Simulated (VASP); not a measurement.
# GaN (P6/mmm) in VASP: further runs, part 2 of 2

VASP 6.6.1. The steps go on from the part before.

**5. Relaxation of cell and atoms, PBE**

This run uses another cell than the first one, of 39.15 Å³/atom, 1.198 times its volume.

The input, INCAR:

```
  PREC = Accurate
  ENCUT = 600
  EDIFF = 1E-6
  ISMEAR = 0
  SIGMA = 0.02
  LREAL = False
  LASPH = True
  NELM = 60
  ALGO = Normal
  ISIF = 3
  LWAVE = False
  LCHARG = False
  GGA = PE
  IBRION = 2
  NSW = 100
  EDIFFG = -0.01
```

The input, KPOINTS:

```
Automatic mesh
0
Gamma
  6 6 8
```

The input, POSCAR:

```
GaN
1.0
    5.1640752896      0.0000000000      0.0000000000
   -2.5820376448      4.4722203879      0.0000000000
    0.0000000000      0.0000000000      3.3900859495
Ga N
1 1
Direct
    0.0000000000      0.0000000000      0.5000000000
    0.0000000000      0.0000000000      0.0000000000
```

Potentials or basis: VASP PAW PBE potentials, release 64 (Ga_d, N).

Command:

```
$ cat potpaw_PBE.64/Ga_d/POTCAR potpaw_PBE.64/N/POTCAR > POTCAR
$ mpirun -np 1 vasp_std > vasp.out
```

OUTCAR:

```text
PREC = Accurate
   ENCUT = 600
   EDIFF = 1E-6
   ISMEAR = 0
   LREAL = False
   LASPH = True
   NELM = 60
   ISIF = 3
   GGA = PE
   IBRION = 2
   NSW = 100
   EDIFFG = -0.01

 ion  position               nearest neighbor table
   1  0.000  0.000  0.500-   2 1.70   2 1.70
   2  0.000  0.000  0.000-   1 1.70   1 1.70

  LATTYP: Found a hexagonal cell.
 ALAT       =     5.1640752896
 C/A-ratio  =     0.6564749271

  Lattice vectors:

 A1 = (   5.1640752896,   0.0000000000,   0.0000000000)
 A2 = (  -2.5820376448,   4.4722203879,   0.0000000000)
 A3 = (   0.0000000000,   0.0000000000,   3.3900859495)

Analysis of symmetry for initial positions (statically):
=====================================================================
 Subroutine PRICEL returns:
 Original cell was already a primitive cell.

 Routine SETGRP: Setting up the symmetry group for a
 hexagonal supercell.

 Subroutine GETGRP returns: Found 24 space group operations
 (whereof 24 operations were pure point group operations)
 out of a pool of 24 trial point group operations.

The static configuration has the point symmetry D_6h.

Analysis of symmetry for dynamics (positions and initial velocities):
=====================================================================
 Subroutine PRICEL returns:
 Original cell was already a primitive cell.

 Routine SETGRP: Setting up the symmetry group for a
 hexagonal supercell.

 Subroutine GETGRP returns: Found 24 space group operations
 (whereof 24 operations were pure point group operations)
 out of a pool of 24 trial point group operations.

The dynamic configuration has the point symmetry D_6h.

 Subroutine INISYM returns: Found 24 space group operations
 (whereof 24 operations are pure point group operations),
 and found     1 'primitive' translations

----------------------------------------------------------------------------------------

                                     Primitive cell

  volume of cell :      78.2936

  direct lattice vectors                    reciprocal lattice vectors
     5.164075290  0.000000000  0.000000000     0.193645511  0.111801288  0.000000000
    -2.582037645  4.472220388  0.000000000     0.000000000  0.223602576  0.000000000
     0.000000000  0.000000000  3.390085949     0.000000000  0.000000000  0.294977772

  length of vectors
     5.164075290  5.164075290  3.390085949     0.223602576  0.223602576  0.294977772

  position of ions in fractional coordinates (direct lattice)
     0.000000000  0.000000000  0.500000000
     0.000000000  0.000000000  0.000000000

  ion indices of the primitive-cell ions
   primitive index   ion index
                 1           1
                 2           2

----------------------------------------------------------------------------------------

[... 50 lines left out ...]
 [... further k-points ...]
   k-points           NKPTS =     35   k-points in BZ     NKDIM =     35   number of bands    NBANDS=     13
   number of dos      NEDOS =    301   number of ions     NIONS =      2
   total plane-waves  NPLWV =  49392
   dimension x,y,z NGX =    42 NGY =   42 NGZ =   28
   dimension x,y,z NGXF=    84 NGYF=   84 NGZF=   56
   ions per type =               1   1
   NGX,Y,Z   is equivalent  to a cutoff of  13.52, 13.52, 13.73 a.u.
   NGXF,Y,Z  is equivalent  to a cutoff of  27.04, 27.04, 27.46 a.u.
 SYSTEM =  unknown system
   PREC   = accura    normal or accurate (medium, high low for compatibility)
   ISTART =      0    job   : 0-new  1-cont  2-samecut
   ICHARG =      2    charge: 1-file 2-atom 10-const
   ISPIN  =      1    spin polarized calculation?
   LNONCOLLINEAR =      F non collinear calculations
   LSORBIT =      F    spin-orbit coupling
   LASPH  =      T    aspherical Exc in radial PAW
   ENCUT  =  600.0 eV  44.10 Ry    6.64 a.u.  10.31 10.31  6.77*2*pi/ulx,y,z
   NELM   =     60;   NELMIN=  2; NELMDL= -5     # of ELM steps
   EDIFF  = 0.1E-05   stopping-criterion for ELM
   LREAL  =      F    real-space projection
   EDIFFG = -.1E-01   stopping-criterion for IOM
   NSW    =    100    number of steps for IOM
   IBRION =      2    ionic relax: 0-MD 1-quasi-New 2-CG
   NFREE  =      1    steps in history (QN), initial steepest desc. (CG)
   ISIF   =      3    stress and relaxation
   ISYM   =      2    0-nonsym 1-usesym 2-fastsym
   POTIM  = 0.5000    time-step for ionic-motion
   TEBEG  =    0.0;   TEEND  =   0.0 temperature during run
   PSTRESS=    0.0 pullay stress
   NELECT =      18.0000    total number of electrons
   NUPDOWN=      -1.0000    fix difference up-down
   EMIN   =  10.00;   EMAX   =-10.00  energy-range for DOS
   EFERMI =   0.00;   METHOD = LEGACY
   ISMEAR =     0;   SIGMA  =   0.02  broadening in eV -4-tet -1-fermi 0-gaus
   EFERMI_NEDOS =   21; number of points for ismear=-14 and -15
   IALGO  =     38    algorithm
   IMIX   =      4    mixing-type and parameters
     AMIX     =   0.40;   BMIX     =  1.00
     AMIX_MAG =   1.60;   BMIX_MAG =  1.00
  volume/ion in A,a.u.               =      39.15       264.18
  Fermi-wavevector in a.u.,A,eV,Ry     =   1.002898  1.895203 13.684804  1.005805
  Thomas-Fermi vector in A             =   2.135415
   LORBIT       =      0    0 simple, 1 ext, 2 COOP (PROOUT), +10 PAW based schemes
   GGA     = PE    functional components
   LHFCALC =     F    Hartree Fock is set to
   AEXX    =    0.0000 exact exchange contribution
   IVDW    =     0    specifies the selected vdW correction
   LEPSILON=     F    determine dielectric tensor
   LRPA    =     F    only Hartree local field effects (RPA)
 conjugate gradient relaxation of ions
 non-spin polarized calculation
 Gauss-broadening in eV      SIGMA  =   0.02
  energy-cutoff  :      600.00
  volume of cell :       78.29
 maximum number of plane-waves:      2628
 NGX is ok and might be reduce to    42
   NGX = 21   NGY = 21   NGZ = 13

--------------------------------------- Ionic step        1  -------------------------------------------

 number of electron      18.0000004 magnetization

 Free energy of the ion-electron system (eV)
  ---------------------------------------------------
  ext. energy  EPLUGINS =         0.00000000
  ---------------------------------------------------
  free energy    TOTEN  =        -9.45424227 eV

  energy without entropy =       -9.45424227  energy(sigma->0) =       -9.45424227

------------------------ aborting loop because EDIFF is reached ----------------------------------------

  FORCE on cell =-STRESS in cart. coord.  units (eV):
  Direction    XX          YY          ZZ          XY          YZ          ZX
  --------------------------------------------------------------------------------------
  -------------------------------------------------------------------------------------
  Total       -0.0040064     -0.0040064     -0.4148928      0.0000000     -0.0000000      0.0000000
  in kB       -0.0819862     -0.0819862     -8.4902409      0.0000000     -0.0000000      0.0000000
  external PRESSURE =      -2.8847377 kB  Pullay stress =       0.0000000 kB
[... 59 lines left out ...]
--------------------------------------- Ionic step        3  -------------------------------------------

 number of electron      18.0000005 magnetization

 Free energy of the ion-electron system (eV)
  ---------------------------------------------------
  ext. energy  EPLUGINS =         0.00000000
  ---------------------------------------------------
  free energy    TOTEN  =        -9.45466731 eV

  energy without entropy =       -9.45466731  energy(sigma->0) =       -9.45466731

 E-fermi :  -2.0325     XC(G=0):  -5.5927

 val. band max:       -2.1673763768   @ k =   0.0000   0.0000   0.5000
 cond. band min:      -1.0055541612   @ k =   0.0000   0.0000   0.0000
 fundamental gap:      1.1618222156
 Fermi energy:        -2.0325104046

 k-point     1 :       0.0000    0.0000    0.0000
  band No.  band energies     occupation
      1     -18.6441      2.00000
      2     -16.5532      2.00000
      3     -16.5532      2.00000
      4     -16.3724      2.00000
      5     -16.3724      2.00000
      6     -13.7208      2.00000
      7      -5.9718      2.00000
      8      -3.8623      2.00000
      9      -3.8623      2.00000
     10      -1.0056      0.00000
     11       4.0078      0.00000
     12       5.4605      0.00000
     13       5.4605      0.00000
[... 354 lines left out ...]
  band No.  band energies     occupation
      1     -17.5263      2.00000
      2     -16.5500      2.00000
      3     -16.5494      2.00000
      4     -16.4751      2.00000
      5     -16.4747      2.00000
      6     -14.8352      2.00000
      7      -8.3674      2.00000
      8      -2.7031      2.00000
      9      -2.5538      2.00000
     10       1.6469      0.00000
     11       2.5939      0.00000
     12       3.5392      0.00000
     13       5.9207      0.00000

 [... further k-points ...]
[... 5 lines left out ...]
  --------------------------------------------------------------------------------------
  -------------------------------------------------------------------------------------
  Total       -0.0194642     -0.0194642     -0.0084538      0.0000000     -0.0000000      0.0000000
  in kB       -0.3991267     -0.3991267     -0.1733513      0.0000000     -0.0000000      0.0000000
  external PRESSURE =      -0.3238682 kB  Pullay stress =       0.0000000 kB
[... 17 lines left out ...]
  FREE ENERGIE OF THE ION-ELECTRON SYSTEM (eV)
  ---------------------------------------------------
  free  energy   TOTEN  =        -9.4546673135 eV

  energy  without entropy=       -9.4546673135  energy(sigma->0) =       -9.45466731

 reached required accuracy - stopping structural energy minimisation
```

OSZICAR:

```text
N       E                     dE             d eps       ncg     rms          rms(c)
DAV:   1     0.103913959416E+03    0.10391E+03   -0.93041E+03   910   0.170E+03
DAV:   2     0.375741983685E+01   -0.10016E+03   -0.92867E+02  1065   0.327E+02
DAV:   3    -0.128832468478E+02   -0.16641E+02   -0.16260E+02  1147   0.106E+02
DAV:   4    -0.134572235643E+02   -0.57398E+00   -0.57339E+00  1068   0.236E+01
[... 25 lines left out ...]
DAV:   3    -0.945538837802E+01    0.34069E-02   -0.43666E-03  1099   0.837E-01    0.160E-01
DAV:   4    -0.945467155123E+01    0.71683E-03   -0.99146E-04  1215   0.304E-01    0.235E-02
DAV:   5    -0.945466957298E+01    0.19783E-05   -0.96190E-05  1055   0.890E-02    0.106E-02
DAV:   6    -0.945466813988E+01    0.14331E-05   -0.36577E-06  1093   0.204E-02    0.515E-03
DAV:   7    -0.945466731350E+01    0.82639E-06   -0.71450E-07   645   0.162E-02
   3 F= -.94546673E+01 E0= -.94546673E+01  d E =-.425040E-03
```

It took 86 s on 1 thread of Intel Xeon Platinum 8488C (Sapphire Rapids), shared host; peak memory 0.24 GiB.

Results:

* Free energy: -9.4547 eV
* Relaxed volume: 39.07 Å³/atom
* Relaxed cell: a = 5.164 Å, b = 5.164 Å, c = 3.383 Å, α = 90.00°, β = 90.00°, γ = 120.00°
* Space group after relaxing (to 0.05 Å): P6/mmm (No. 191)
* Energy gained by relaxing: 0.2 meV/atom
* Ionic steps: 3
* Pressure after relaxing: 0.0 GPa
* Band gap on the k mesh: 1.16 eV, indirect (least direct gap 2.86 eV)

Step by step:
| step | energy change (eV) | largest force (eV/Å) | pressure (GPa) | volume (Å³) |
| --- | --- | --- | --- | --- |
| 1 | 0.0000 | 0.0000 | -0.29 | 78.29 |
| 2 | 0.0064 | 0.0000 | 1.19 | 77.50 |
| 3 | -0.0004 | 0.0000 | -0.03 | 78.13 |

Final structure:
```
CELL_PARAMETERS angstrom
5.16398 0.00000 0.00000
-2.58199 4.47213 0.00000
0.00000 0.00000 3.38328
ATOMIC_POSITIONS crystal
Ga 0.00000 0.00000 0.50000
N 0.00000 0.00000 0.00000
```

A k mesh can miss the band edges. As with any semilocal functional, this PBE gap is likely too small.

**6. Summary**

```csv
task,cell,k mesh,cutoff (eV),smearing,gap on the mesh (eV),pressure (GPa)
single point,"a = 4.719, b = 4.719, c = 3.389 Å, angles 90.0, 90.0, 120.0°, 2 atoms",6 × 6 × 6,520,gaussian 0.1 eV,0.83,-0.2
single point,"a = 5.164, b = 5.164, c = 3.390 Å, angles 90.0, 90.0, 120.0°, 2 atoms",6 × 6 × 8,520,gaussian 0.02 eV,1.13,-0.2
relaxation of cell and atoms,"relaxed from a = 5.164, b = 5.164, c = 3.390 Å, angles 90.0, 90.0, 120.0°, 2 atoms",6 × 6 × 8,600,gaussian 0.02 eV,1.16,0.0
```

Alike in all rows: level PBE; potentials or basis VASP PAW PBE potentials, release 64 (Ga_d, N); no spin polarisation.

Total energies depend on the potentials used, so only differences within one code and one set of settings carry meaning.
